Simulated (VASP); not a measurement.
# MoS2 (P6_3/mmc) in VASP: notebook, part 2 of 2

VASP 6.6.1.

### Step 3. Relaxation of cell and atoms, PBE

INCAR reads:

```
SYSTEM = MoS2
ALGO = Normal ; EDIFF = 1E-7
EDIFFG = -0.005 ; ENCUT = 600
GGA = PE ; IBRION = 2
ISIF = 3 ; ISMEAR = 0
LASPH = .TRUE. ; LCHARG = .FALSE.
LREAL = .FALSE. ; LWAVE = .FALSE.
NELM = 100 ; NSW = 100
PREC = Accurate ; SIGMA = 0.02
```

KPOINTS reads:

```
k-points
0
G
  12 12 2
  0 0 0
```

POSCAR reads:

```
MoS2
1.0
    3.1850687701      0.0000000029      0.0000000000
   -1.5925343876      2.7583504663      0.0000000000
    0.0000000000      0.0000000000     14.8080039946
Mo S
2 4
Direct
    0.6666666667      0.3333333333      0.2500000000
    0.3333333333      0.6666666667      0.7500000000
    0.6666666667      0.3333333333      0.6444804197
    0.3333333333      0.6666666667      0.3555195803
    0.6666666667      0.3333333333      0.8555195803
    0.3333333333      0.6666666667      0.1444804197
```

Potentials or basis: VASP PAW PBE potentials, release 64 (Mo_sv, S).

On the command line:

```
$ cat potpaw_PBE.64/Mo_sv/POTCAR potpaw_PBE.64/S/POTCAR > POTCAR
$ mpirun -np 1 vasp_std > vasp.out
```

OUTCAR:

```text
SYSTEM = MoS2
   EDIFF = 1E-7
   EDIFFG = -0.005
   ENCUT = 600
   GGA = PE
   IBRION = 2
   ISIF = 3
   ISMEAR = 0
   LASPH = .TRUE.
   LREAL = .FALSE.
   NELM = 100
   NSW = 100
   PREC = Accurate

 ion  position               nearest neighbor table
   1  0.667  0.333  0.250-   4 2.41   6 2.41   4 2.41   6 2.41   4 2.41   6 2.41
   2  0.333  0.667  0.750-   3 2.41   5 2.41   3 2.41   5 2.41   3 2.41   5 2.41
   3  0.667  0.333  0.644-   2 2.41   2 2.41   2 2.41
   4  0.333  0.667  0.356-   1 2.41   1 2.41   1 2.41
   5  0.667  0.333  0.856-   2 2.41   2 2.41   2 2.41
   6  0.333  0.667  0.144-   1 2.41   1 2.41   1 2.41

  LATTYP: Found a hexagonal cell.
 ALAT       =     3.1850687701
 C/A-ratio  =     4.6491944330

  Lattice vectors:

 A1 = (   3.1850687701,   0.0000000029,   0.0000000000)
 A2 = (  -1.5925343876,   2.7583504663,   0.0000000000)
 A3 = (   0.0000000000,   0.0000000000,  14.8080039946)

Analysis of symmetry for initial positions (statically):
=====================================================================
 Subroutine PRICEL returns:
 Original cell was already a primitive cell.

 Routine SETGRP: Setting up the symmetry group for a
 hexagonal supercell.

 Subroutine GETGRP returns: Found 24 space group operations
 (whereof 12 operations were pure point group operations)
 out of a pool of 24 trial point group operations.

The static configuration has the point symmetry D_3d.
 The point group associated with its full space group is D_6h.

Analysis of symmetry for dynamics (positions and initial velocities):
=====================================================================
 Subroutine PRICEL returns:
 Original cell was already a primitive cell.

 Routine SETGRP: Setting up the symmetry group for a
 hexagonal supercell.

 Subroutine GETGRP returns: Found 24 space group operations
 (whereof 12 operations were pure point group operations)
 out of a pool of 24 trial point group operations.

[... 137 lines left out ...]
   IVDW    =     0    specifies the selected vdW correction
   LEPSILON=     F    determine dielectric tensor
   LRPA    =     F    only Hartree local field effects (RPA)
 conjugate gradient relaxation of ions
 non-spin polarized calculation
 Gauss-broadening in eV      SIGMA  =   0.02
  energy-cutoff  :      600.00
  volume of cell :      130.10
 maximum number of plane-waves:      4372
 NGX is ok and might be reduce to    28
   NGX = 13   NGY = 13   NGZ = 59

--------------------------------------- Ionic step        1  -------------------------------------------

 number of electron      51.9999996 magnetization

 Free energy of the ion-electron system (eV)
  ---------------------------------------------------
  ext. energy  EPLUGINS =         0.00000000
  ---------------------------------------------------
  free energy    TOTEN  =       -43.71692428 eV

  energy without entropy =      -43.71692428  energy(sigma->0) =      -43.71692428

------------------------ aborting loop because EDIFF is reached ----------------------------------------

  FORCE on cell =-STRESS in cart. coord.  units (eV):
  Direction    XX          YY          ZZ          XY          YZ          ZX
  --------------------------------------------------------------------------------------
  -------------------------------------------------------------------------------------
  Total       -0.0724563     -0.0724563     -0.1072756      0.0000000      0.0000000      0.0000000
  in kB       -0.8923226     -0.8923226     -1.3211334      0.0000000      0.0000000      0.0000000
  external PRESSURE =      -1.0352595 kB  Pullay stress =       0.0000000 kB
[... 107 lines left out ...]
--------------------------------------- Ionic step        4  -------------------------------------------

 number of electron      51.9999996 magnetization

 Free energy of the ion-electron system (eV)
  ---------------------------------------------------
  ext. energy  EPLUGINS =         0.00000000
  ---------------------------------------------------
  free energy    TOTEN  =       -43.71696029 eV

  energy without entropy =      -43.71696029  energy(sigma->0) =      -43.71696029

 E-fermi :   5.0809     XC(G=0):  -9.4431

 val. band max:        4.7956455192   @ k =   0.0000   0.0000   0.0000
 cond. band min:       6.2534083776   @ k =   0.3333   0.3333   0.0000
 fundamental gap:      1.4577628585
 Fermi energy:         5.0808731748

 k-point     1 :       0.0000    0.0000    0.0000
  band No.  band energies     occupation
      1     -56.2788      2.00000
      2     -56.2788      2.00000
      3     -30.4176      2.00000
      4     -30.4175      2.00000
      5     -30.2153      2.00000
      6     -30.2153      2.00000
[... 805 lines left out ...]
     30       6.9230      0.00000
     31       8.0067      0.00000

 [... further k-points ...]

------------------------ aborting loop because EDIFF is reached ----------------------------------------

  FORCE on cell =-STRESS in cart. coord.  units (eV):
  Direction    XX          YY          ZZ          XY          YZ          ZX
  --------------------------------------------------------------------------------------
  -------------------------------------------------------------------------------------
  Total        0.0012168      0.0012168     -0.0005736     -0.0000000      0.0000000      0.0000000
  in kB        0.0149959      0.0149959     -0.0070687     -0.0000000      0.0000000      0.0000000
  external PRESSURE =       0.0076411 kB  Pullay stress =       0.0000000 kB
[... 21 lines left out ...]
  FREE ENERGIE OF THE ION-ELECTRON SYSTEM (eV)
  ---------------------------------------------------
  free  energy   TOTEN  =       -43.7169602948 eV

  energy  without entropy=      -43.7169602948  energy(sigma->0) =      -43.71696029

 reached required accuracy - stopping structural energy minimisation
```

OSZICAR:

```text
N       E                     dE             d eps       ncg     rms          rms(c)
DAV:   1     0.492501031521E+03    0.49250E+03   -0.31369E+04  2652   0.174E+03
DAV:   2    -0.172265470350E+02   -0.50973E+03   -0.49876E+03  2906   0.406E+02
DAV:   3    -0.459475050536E+02   -0.28721E+02   -0.28282E+02  3037   0.835E+01
DAV:   4    -0.467404407255E+02   -0.79294E+00   -0.79048E+00  2975   0.137E+01
[... 34 lines left out ...]
DAV:   9    -0.437169601437E+02    0.16301E-07   -0.17326E-08  1766   0.868E-04
   3 F= -.43716960E+02 E0= -.43716960E+02  d E =-.358618E-04
       N       E                     dE             d eps       ncg     rms          rms(c)
DAV:   1    -0.437169604433E+02   -0.28327E-06   -0.55801E-06  2678   0.189E-02    0.525E-03
DAV:   2    -0.437169603647E+02    0.78603E-07   -0.13122E-06  2922   0.729E-03    0.162E-03
DAV:   3    -0.437169602948E+02    0.69856E-07   -0.31050E-07  2255   0.247E-03
   4 F= -.43716960E+02 E0= -.43716960E+02  d E =-.360129E-04
```

CONTCAR:

```text
MoS2
   1.00000000000000
     3.1844313517562632    0.0000000028994285    0.0000000000000000
    -1.5922156784276136    2.7577984458217459    0.0000000000000000
     0.0000000000000000    0.0000000000000000   14.8036163944380821
  Mo              S
     2     4
Direct
     0.6666666667000030    0.3333333332999970    0.2500000000000000
     0.3333333332999970    0.6666666667000030    0.7500000000000000
     0.6666666667000030    0.3333333332999970    0.6444927895925854
     0.3333333332999970    0.6666666667000030    0.3555072104074147
     0.6666666667000030    0.3333333332999970    0.8555072104074146
     0.3333333332999970    0.6666666667000030    0.1444927895925853

  0.00000000E+00  0.00000000E+00  0.00000000E+00
  0.00000000E+00  0.00000000E+00  0.00000000E+00
  0.00000000E+00  0.00000000E+00  0.00000000E+00
  0.00000000E+00  0.00000000E+00  0.00000000E+00
  0.00000000E+00  0.00000000E+00  0.00000000E+00
  0.00000000E+00  0.00000000E+00  0.00000000E+00
```

It took 8.9 min on 1 thread of Intel Xeon Platinum 8259CL at 2.50GHz (Skylake/Cascade Lake), shared host; peak memory 0.4 GiB.

Results:

* Free energy: -43.7170 eV
* Relaxed volume: 21.67 Å³/atom
* Relaxed cell: a = 3.184 Å, b = 3.184 Å, c = 14.804 Å, α = 90.00°, β = 90.00°, γ = 120.00°
* Space group after relaxing (to 0.05 Å): P6_3/mmc (No. 194)
* Energy gained by relaxing: 0.0 meV/atom
* Ionic steps: 4
* Pressure after relaxing: 0.0 GPa
* Largest force after relaxing: 0.005 eV/Å
* Band gap on the k mesh: 1.46 eV, indirect (least direct gap 1.67 eV)

Forces on the atoms (eV/Å):
```
Mo   0.000  0.000  0.000
Mo   0.000  0.000  0.000
S    0.000  0.000 -0.005
S    0.000  0.000  0.005
S    0.000  0.000  0.005
S    0.000  0.000 -0.005
```

Final structure:
```
Mo S
1.0
     3.18443    0.00000    0.00000
    -1.59222    2.75780    0.00000
     0.00000    0.00000   14.80362
Mo S
2 4
Direct
  0.66667 0.33333 0.25000
  0.33333 0.66667 0.75000
  0.66667 0.33333 0.64449
  0.33333 0.66667 0.35551
  0.66667 0.33333 0.85551
  0.33333 0.66667 0.14449
```

Levels at points of the mesh, in eV from the valence-band top:
```tsv
k point	band 22	band 23	band 24	band 25	band 26	band 27	band 28	band 29	band 30	band 31
(0.00, 0.00, 0.00)	-1.71	-1.71	-1.67	-0.39	0.00	2.55	2.55	2.55	2.55	2.80
(0.50, 0.00, 0.00)	-2.07	-1.19	-1.18	-0.84	-0.83	2.03	2.04	2.52	2.57	3.55
(0.00, 0.00, 0.50)	-1.71	-1.71	-1.71	-0.16	-0.16	2.55	2.55	2.55	2.55	2.80
(0.50, 0.00, 0.50)	-2.08	-1.18	-1.18	-0.84	-0.84	2.03	2.03	2.55	2.55	3.67
```

Caveat: this functional lacks dispersion, which binds the layers, so the pressure and a relaxed spacing across them are unreliable.

### Step 4. Single point, PBE

INCAR reads:

```
SYSTEM = MoS2
  PREC = Accurate
  ENCUT = 520
  EDIFF = 1E-6
  ISMEAR = 0
  SIGMA = 0.02
  LREAL = .False.
  LASPH = .True.
  NELM = 100
  ALGO = Normal
  ISIF = 2
  LWAVE = .False.
  LCHARG = .True.
  GGA = PE
  LELF = .True.
  LVHAR = .True.
  NBANDS = 35
```

KPOINTS reads:

```
Automatic mesh
0
Gamma
  12 12 2
  0 0 0
```

POSCAR is that of step 3.

Potentials or basis: VASP PAW PBE potentials, release 64 (Mo_sv, S).

On the command line:

```
$ cat potpaw_PBE.64/Mo_sv/POTCAR potpaw_PBE.64/S/POTCAR > POTCAR
$ mpirun -np 1 vasp_std > vasp.out
```

OUTCAR:

```text
SYSTEM = MoS2
   PREC = Accurate
   ENCUT = 520
   EDIFF = 1E-6
   ISMEAR = 0
   LREAL = .False.
   LASPH = .True.
   NELM = 100
   ISIF = 2
   GGA = PE

 ion  position               nearest neighbor table
   1  0.667  0.333  0.250-   4 2.41   6 2.41   4 2.41   6 2.41   4 2.41   6 2.41
   2  0.333  0.667  0.750-   3 2.41   5 2.41   3 2.41   5 2.41   3 2.41   5 2.41
   3  0.667  0.333  0.644-   2 2.41   2 2.41   2 2.41
   4  0.333  0.667  0.356-   1 2.41   1 2.41   1 2.41
   5  0.667  0.333  0.856-   2 2.41   2 2.41   2 2.41
   6  0.333  0.667  0.144-   1 2.41   1 2.41   1 2.41

  LATTYP: Found a hexagonal cell.
 ALAT       =     3.1850687701
 C/A-ratio  =     4.6491944330

  Lattice vectors:

 A1 = (   3.1850687701,   0.0000000029,   0.0000000000)
 A2 = (  -1.5925343876,   2.7583504663,   0.0000000000)
 A3 = (   0.0000000000,   0.0000000000,  14.8080039946)

Analysis of symmetry for initial positions (statically):
=====================================================================
 Subroutine PRICEL returns:
 Original cell was already a primitive cell.

 Routine SETGRP: Setting up the symmetry group for a
[... 183 lines left out ...]
 fundamental gap:      1.4587970826
 Fermi energy:         5.0718011885

 k-point     1 :       0.0000    0.0000    0.0000
  band No.  band energies     occupation
      1     -56.2868      2.00000
      2     -56.2868      2.00000
      3     -30.4243      2.00000
      4     -30.4243      2.00000
      5     -30.2226      2.00000
      6     -30.2226      2.00000
[... 901 lines left out ...]
     34       8.6627      0.00000
     35      11.9931      0.00000

 [... further k-points ...]

------------------------ aborting loop because EDIFF is reached ----------------------------------------

  FORCE on cell =-STRESS in cart. coord.  units (eV):
  Direction    XX          YY          ZZ          XY          YZ          ZX
  --------------------------------------------------------------------------------------
  -------------------------------------------------------------------------------------
  Total       -0.0704270     -0.0704270     -0.1008952      0.0000000      0.0000000     -0.0000000
  in kB       -0.8673318     -0.8673318     -1.2425575      0.0000000      0.0000000     -0.0000000
  external PRESSURE =      -0.9924070 kB  Pullay stress =       0.0000000 kB

 VOLUME and BASIS-vectors are now :
 -----------------------------------------------------------------------------
  energy-cutoff  :      520.00
  volume of cell :      130.10
      direct lattice vectors                 reciprocal lattice vectors
     3.185068770  0.000000003  0.000000000     0.313964963  0.181267756  0.000000000
    -1.592534388  2.758350466  0.000000000    -0.000000000  0.362535512  0.000000000
     0.000000000  0.000000000 14.808003995     0.000000000  0.000000000  0.067531046

 POSITION                                       TOTAL-FORCE (eV/Angst)
 -----------------------------------------------------------------------------------
      1.59253      0.91945      3.70200         0.000000      0.000000      0.000000
     -0.00000      1.83890     11.10600        -0.000000     -0.000000      0.000000
      1.59253      0.91945      9.54347        -0.000000     -0.000000      0.010395
     -0.00000      1.83890      5.26454        -0.000000      0.000000     -0.010395
      1.59253      0.91945     12.66854        -0.000000     -0.000000     -0.010395
     -0.00000      1.83890      2.13947        -0.000000      0.000000      0.010395
 -----------------------------------------------------------------------------------
    total drift:                               -0.000000      0.000000     -0.000000

  FREE ENERGIE OF THE ION-ELECTRON SYSTEM (eV)
  ---------------------------------------------------
  free  energy   TOTEN  =       -43.7154540395 eV

  energy  without entropy=      -43.7154540395  energy(sigma->0) =      -43.71545404
```

OSZICAR:

```text
N       E                     dE             d eps       ncg     rms          rms(c)
DAV:   1     0.440455246866E+03    0.44046E+03   -0.29056E+04  2980   0.138E+03
DAV:   2    -0.223209484854E+02   -0.46278E+03   -0.44818E+03  3225   0.352E+02
DAV:   3    -0.462137949434E+02   -0.23893E+02   -0.23448E+02  3309   0.727E+01
DAV:   4    -0.467488718681E+02   -0.53508E+00   -0.53325E+00  3209   0.110E+01
DAV:   5    -0.467620194568E+02   -0.13148E-01   -0.13145E-01  3203   0.173E+00    0.332E+01
DAV:   6    -0.445436259160E+02    0.22184E+01   -0.13163E+01  2895   0.228E+01    0.125E+01
DAV:   7    -0.440896079239E+02    0.45402E+00   -0.57000E+00  2914   0.148E+01    0.796E+00
DAV:   8    -0.437166058357E+02    0.37300E+00   -0.85851E-01  2926   0.626E+00    0.268E+00
DAV:   9    -0.437228628445E+02   -0.62570E-02   -0.10395E-01  3070   0.156E+00    0.122E+00
DAV:  10    -0.437155360349E+02    0.73268E-02   -0.30731E-02  2913   0.119E+00    0.390E-01
DAV:  11    -0.437155919459E+02   -0.55911E-04   -0.17944E-03  2929   0.232E-01    0.207E-01
DAV:  12    -0.437154258005E+02    0.16615E-03   -0.74177E-04  2954   0.153E-01    0.657E-02
DAV:  13    -0.437154431117E+02   -0.17311E-04   -0.21830E-04  3126   0.682E-02    0.286E-02
DAV:  14    -0.437154530675E+02   -0.99558E-05   -0.21112E-05  2515   0.268E-02    0.909E-03
DAV:  15    -0.437154540395E+02   -0.97200E-06   -0.16272E-06  2288   0.631E-03
   1 F= -.43715454E+02 E0= -.43715454E+02  d E =-.599739E-92
```

stdout:

```text
POSCAR found type information on POSCAR MoS
 POSCAR found :  2 types and       6 ions
 scaLAPACK will be used
 LDA part: xc-table for (Slater+PW92), standard interpolation
 POSCAR, INCAR and KPOINTS ok, starting setup
 FFT: planning ... GRIDC
 FFT: planning ... GRID_SOFT
 FFT: planning ... GRID
 WAVECAR not read
 entering main loop
```

Wall time 2.2 min (1 thread of Intel Xeon Platinum 8259CL at 2.50GHz (Skylake/Cascade Lake), shared host); peak memory 0.31 GiB.

What came out:

- Free energy: -43.7155 eV
- Pressure: -0.1 GPa
- Largest force: 0.010 eV/Å
- Band gap on the k mesh: 1.46 eV, indirect (least direct gap 1.67 eV)

Forces in eV/Å, atoms in the order of the input:
```
Mo   0.000  0.000  0.000
Mo   0.000  0.000  0.000
S    0.000  0.000  0.010
S    0.000  0.000 -0.010
S    0.000  0.000 -0.010
S    0.000  0.000  0.010
```

Caveat: this functional lacks dispersion, which binds the layers, so the pressure and a relaxed spacing across them are unreliable. A k mesh can miss the band edges.
